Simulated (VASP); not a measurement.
Write the native input for VASP 6.6.1 that does the following.

```
Task                   : single point
Functional             : PBEsol
Potentials or basis    : VASP PAW PBE potentials, release 64 (H)
Cutoff                 : 500 eV
k mesh                 : 8 × 8 × 8
Occupations            : gaussian, width 0.05 eV
Spin                   : no spin polarisation
Dipole correction      : no
Further INCAR settings : ALGO = Normal; EDIFF = 1e-06; NBANDS = 8
```

The structure of H lies in POSCAR:

```
H
1.0
   -1.8734163142      1.8734163142      2.2855640979
    1.8734163142     -1.8734163142      2.2855640979
    1.8363189614      1.8363189614     -2.2855640979
H
2
Direct
    0.9178910720      0.9178910720      0.0000000000
    0.0821089280      0.0821089280      0.0000000000
```

These files were run (other wordings do the same):

INCAR

```
ALGO = Normal
EDIFF = 1E-6
ENCUT = 500
GGA = PS
GGA_COMPAT = False
ISIF = 2
ISMEAR = 0
LASPH = True
LCHARG = False
LREAL = False
LWAVE = False
NBANDS = 8
NELM = 120
PREC = Accurate
SIGMA = 0.05
```

KPOINTS

```
k-points
0
Gamma
  8 8 8
```

Potentials or basis: VASP PAW PBE potentials, release 64 (H).

The run is started by

```bash
$ cat potpaw_PBE.64/H/POTCAR > POTCAR
$ mpirun -np 1 vasp_std > vasp.out
```

It gave:

```yaml
Pressure: 0.2 GPa
Largest_force: 0.293 eV/Å
Band_gap_on_the_k_mesh: 9.19 eV (least direct gap 9.67 eV)
```

Caveat: this functional lacks dispersion, which holds the molecules together, so the pressure and a relaxed volume are unreliable; the PAW data sets were made with another functional, which shifts forces and pressure a little.

Wall time 45 s on 1 thread of AMD EPYC 7R43 64-Core Processor (Zen 3), with other jobs on the host, peak memory 0.11 GiB.
